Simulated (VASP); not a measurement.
The system is Li.

```
Li
1.0
     0.00000    2.20200    2.20200
     2.20200    0.00000    2.20200
     2.20200    2.20200    0.00000
Li
1
Cartesian
  0.0000 0.0000 0.0000
```

This isn't the form of Li at room conditions, which is bcc.

```yaml
Program: VASP 6.6.1
Task: relaxation of cell and atoms
Functional: PBEsol
Potentials_or_basis: VASP PAW PBE potentials, release 64 (Li_sv)
Cutoff: 600 eV
k_mesh: 10 × 10 × 10
Occupations: fermi-dirac, width 0.05 eV
Spin: no spin polarisation
```

At the start: pressure -0.8 GPa; volume 21.35 Å³/atom.

Task: How do energy, volume and symmetry change on relaxing?

Result: Over 4 steps the energy falls by 3.7 meV/atom and the volume is 19.96 Å³/atom (-6.5 %); space group Fm-3m (No. 225, to 0.1 Å) before and after.

The path:
```csv
step,energy change (eV),largest force (eV/Å),pressure (GPa),volume (Å³)
1,0.0000,0.0000,-0.77,21.35
2,-0.0014,0.0000,-0.64,21.04
3,-0.0036,0.0000,-0.10,20.12
4,-0.0037,0.0000,0.00,19.96
```

Final structure:
```
Li
1.0
     0.00000    2.15299    2.15299
     2.15299    0.00000    2.15299
     2.15299    2.15299    0.00000
Li
1
Direct
  0.00000 0.00000 0.00000
```

Caveat: the cutoff is under 1.25 times the usual one of these potentials, so pressure, stress and relaxed cells hold a basis-set (Pulay) error; the PAW data sets were made with another functional, which shifts forces and pressure a little.
